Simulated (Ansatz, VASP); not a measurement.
SnO: VASP beside Ansatz

```xyz
4
Lattice="4.1255 0.0000 0.0000 -2.0627 3.5728 0.0000 0.0000 0.0000 5.1854" Properties=species:S:1:pos:R:3 pbc="T T T"
Sn    0.0000    2.3819    1.2964
Sn    2.0627    1.1909    3.8891
O     2.0627    1.1909    1.2964
O     0.0000    2.3819    3.8891
```

Alike in both runs: task single point; functional PBE; k mesh 12 × 12 × 6; occupations fermi-dirac, width 0.02 eV; non-collinear spin, spin-orbit coupling.

|  | VASP | Ansatz |
| --- | --- | --- |
| version | VASP 6.6.1 | Ansatz 0.2.0 |
| potentials or method | VASP PAW PBE potentials, release 64 (Sn_d, O) | plane waves, PAW |
| plane-wave cutoff (eV) | 520 | 420 |
| valence electrons in the cell | 40 | 40 |

VASP gave:

```
pressure (GPa)                                                : 2.5
traceless stress, the component that is largest in VASP (GPa) : -0.24
```

Q: Estimate Ansatz's values.

A: Pressure (GPa): 2.5; traceless stress, the component that is largest in VASP (GPa): -0.19.
